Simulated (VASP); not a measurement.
**Si2P3: single point with PBE**

Crystal: Si2P3.

```
Si P
1.0
     2.12112    1.22463    5.49710
    -2.12112    1.22463    5.49710
     0.00000   -2.44926    5.49710
Si P
2 3
Direct
  0.26465 0.26465 0.26465
  0.73535 0.73535 0.73535
  0.58861 0.58861 0.58861
  0.41139 0.41139 0.41139
  0.00000 0.00000 0.00000
```

The cell was built from a structure type or drawn by symmetry, and may not be a known phase.

* Program: VASP 6.6.1
* Task: single point
* Functional: PBE
* Potentials or basis: VASP PAW PBE potentials, release 64 (Si, P)
* Cutoff: 500 eV
* k mesh: 4 × 4 × 4
* Occupations: gaussian, width 0.2 eV
* Spin: no spin polarisation

```json
{
  "Pressure": "0.0 GPa",
  "Largest force": "0.060 eV/Å",
  "Band gap on the k mesh": "zero (an odd number of electrons rules out a gap without spin polarisation)"
}
```

Forces in eV/Å, atoms in the order of the input:
```
Si   0.000  0.000  0.060
Si   0.000  0.000 -0.060
P    0.000  0.000 -0.012
P    0.000  0.000  0.012
P    0.000  0.000  0.000
```

Stress tensor (GPa, compression positive):
```
-0.30  0.00  0.00
 0.00 -0.30  0.00
 0.00  0.00  0.55
```

Levels at points of the mesh, in eV from the Fermi level:
```
           k point  band 10  band 11  band 12  band 13  band 14  band 15
(0.00, 0.00, 0.00)    -2.76    -2.76    -2.47    -0.54     0.73     0.73
(0.50, 0.00, 0.00)    -2.97     0.88     1.36     1.64     2.33     3.19
(0.50, 0.50, 0.00)    -2.27     0.07     0.56     1.42     1.55     3.09
(0.50, 0.50, 0.50)    -3.09    -2.39    -2.39    -1.53     0.81     0.92
```

Run time: 59 s on 1 thread of AMD EPYC 7R43 64-Core Processor (Zen 3), on a shared host, peak memory 0.25 GiB.

Caveat: the k points lie up to 0.44 Å⁻¹ apart, too coarse for converged energies and pressures of a metal.
